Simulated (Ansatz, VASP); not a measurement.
# One calculation of Nb, two programs

Contents of POSCAR:

```
Nb
1.0
    0.0000000000      1.9458000000      2.1150000000
    1.9458000000      0.0000000000      2.1150000000
    1.9458000000      1.9458000000      0.0000000000
Nb
1
Direct
    0.0000000000      0.0000000000      0.0000000000
```

The input INCAR.step1:

```
SYSTEM = Nb
  PREC = Accurate
  ENCUT = 520
  ISMEAR = 0
  SIGMA = 0.15
  LREAL = .False.
  LASPH = .True.
  NELM = 60
  NBANDS = 12
  GGA = PE
  ALGO = Normal
  EDIFF = 1E-4
  LWAVE = .True.
  LCHARG = .False.
```

The input INCAR.step2:

```
SYSTEM = Nb
  PREC = Accurate
  ENCUT = 520
  EDIFF = 1E-6
  ISMEAR = 0
  SIGMA = 0.15
  LREAL = .False.
  LASPH = .True.
  NELM = 60
  ALGO = Normal
  ISIF = 2
  LWAVE = .False.
  LCHARG = .False.
  METAGGA = R2SCAN
  LMIXTAU = .True.
  NBANDS = 12
  ISTART = 1
```

KPOINTS

```
regular mesh
0
Gamma
  20 20 20
  0 0 0
```

Input for Ansatz:

```yaml
crystal:
  lattice:
    - [0.0, 1.9458, 2.115]
    - [1.9458, 0.0, 2.115]
    - [1.9458, 1.9458, 0.0]
  atoms:
    - { symbol: Nb, position: [0.0, 0.0, 0.0] }
basis:
  ecutwfc: 500
kpoints:
  mp_grid: { grid: [20, 20, 20] }
hamiltonian:
  xc: r2scan
scf:
  occupations: { method: gaussian, width: 0.15 }
output:
  forces: true
  stress: true
  eigenvalues: true
```

Change from the starting cell: strain -0.080 along x and y, +0.000 along z, atoms carried along.

Alike in both runs: task single point; functional r2SCAN; k mesh 20 × 20 × 20; occupations gaussian, width 0.15 eV; no spin polarisation.

|  | VASP | Ansatz |
| --- | --- | --- |
| version | VASP 6.6.1 | Ansatz 0.2.0 |
| potentials or method | VASP PAW PBE potentials, release 64 (Nb_sv), cutoff 520 eV | scalar-relativistic, plane waves, PAW |
| valence electrons in the cell | 13 | 13 |

```csv
,VASP,Ansatz,Ansatz less VASP
gap on the k mesh at the Fermi level (eV),none,none,-
pressure (GPa),32.3,32.5,+0.23
"traceless stress, the component that is largest in VASP (GPa)",15.69,15.76,+0.075
```

VASP's potentials were made for PBE, not for r2SCAN. A gap of «none» marks a metal or a gap that the smearing closes. Both programs put the cell under a high pressure, so it lies far from rest at this level.
